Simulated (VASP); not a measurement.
Crystal: LuPd.

```
Lu Pd
1.0
     3.41500    0.00000    0.00000
     0.00000    3.41500    0.00000
     0.00000    0.00000    3.41500
Lu Pd
1 1
Direct
  0.00000 0.00000 0.00000
  0.50000 0.50000 0.50000
```

| Property | Result |
| --- | --- |
| Program | VASP 6.6.1 |
| Task | relaxation of cell and atoms |
| Functional | LDA |
| Potentials or basis | VASP PAW PBE potentials, release 64 (Lu, Pd) |
| Cutoff | 600 eV |
| k mesh | 6 × 6 × 6 |
| Occupations | fermi-dirac, width 0.1 eV |
| Spin | no spin polarisation |

At the start: pressure -6.0 GPa; volume 19.91 Å³/atom.

Q: How do energy, volume and symmetry change on relaxing?

A: Over 3 steps the energy falls by 21.0 meV/atom and the volume is 18.83 Å³/atom (-5.4 %); space group Pm-3m (No. 221, to 0.1 Å) before and after.

Step by step:
```tsv
step	energy change (eV)	largest force (eV/Å)	pressure (GPa)	volume (Å³)
1	0.0000	0.0000	-6.00	39.83
2	0.0032	0.0000	8.30	35.68
3	-0.0420	0.0000	0.10	37.66
```

Final structure:
```cif
data_structure
_symmetry_space_group_name_H-M 'P 1'
_symmetry_Int_Tables_number 1
_cell_length_a 3.3520
_cell_length_b 3.3520
_cell_length_c 3.3520
_cell_angle_alpha 90.000
_cell_angle_beta 90.000
_cell_angle_gamma 90.000
_cell_volume 37.66
loop_
_atom_site_label
_atom_site_type_symbol
_atom_site_fract_x
_atom_site_fract_y
_atom_site_fract_z
_atom_site_occupancy
Lu1 Lu 0.00000 0.00000 0.00000 1
Pd1 Pd 0.50000 0.50000 0.50000 1
```

Caveat: the PAW data sets were made with another functional, which shifts forces and pressure a little.
